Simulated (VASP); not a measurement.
A run of VASP 6.6.1 is set up as follows.

File POSCAR:

```
Ti
1.0
    2.9500000000      0.0000000000      0.0000000000
   -1.4750000000      2.5547749412      0.0000000000
    0.0000000000      0.0000000000      4.6800000000
Ti
2
Direct
    0.6666666667      0.3333333333      0.7500000000
    0.3333333333      0.6666666667      0.2500000000
```

Contents of INCAR.step1:

```
PREC     = Accurate       # precision mode
ENCUT    = 520            # plane-wave cutoff, eV
EDIFF    = 1E-5           # SCF threshold, eV
ISMEAR   = -1             # smearing method
SIGMA    = 0.05           # smearing width, eV
LREAL    = F              # projectors in reciprocal space
LASPH    = T              # aspherical terms in the spheres
NELM     = 100            # most SCF steps
ALGO     = Normal         # electronic algorithm
ISIF     = 2              # what is computed and relaxed
LWAVE    = T              # write WAVECAR
LCHARG   = F              # write CHGCAR
NBANDS   = 19             # bands
GGA      = PE             # functional
```

File INCAR.step2:

```
PREC     = Accurate       # precision mode
ENCUT    = 520            # plane-wave cutoff, eV
EDIFF    = 1E-6           # SCF threshold, eV
ISMEAR   = -1             # smearing method
SIGMA    = 0.05           # smearing width, eV
LREAL    = F              # projectors in reciprocal space
LASPH    = T              # aspherical terms in the spheres
NELM     = 100            # most SCF steps
ALGO     = Normal         # electronic algorithm
ISIF     = 2              # what is computed and relaxed
LWAVE    = F              # write WAVECAR
LCHARG   = F              # write CHGCAR
GGA      = PE             # functional
LHFCALC  = T              # exact exchange
AEXX     = 1.0            # exact-exchange fraction
ALDAC    = 0.0          
AGGAC    = 0.0          
PRECFOCK = Normal       
NBANDS   = 19             # bands
ISTART   = 1
```

Contents of KPOINTS:

```
Automatic mesh
0
Gamma
  5 5 3
```

Potentials or basis: VASP PAW PBE potentials, release 64 (Ti_sv).

The run is started by

```sh
$ cat potpaw_PBE.64/Ti_sv/POTCAR > POTCAR
$ cp INCAR.step1 INCAR
$ mpirun -np 1 vasp_std > vasp.out
$ cp INCAR.step2 INCAR
$ mpirun -np 1 vasp_std > vasp.out
```

(1) What does it give for the band gap on the k mesh?

(2) Estimate the pressure.

Answers

(1) zero (band 12 reaches 14.20 eV, above the bottom of band 13 at 9.93 eV).

(2) 3.0 GPa.

Caveat: the k points lie up to 0.49 Å⁻¹ apart; the PAW data sets were made with another functional, which shifts forces and pressure a little.
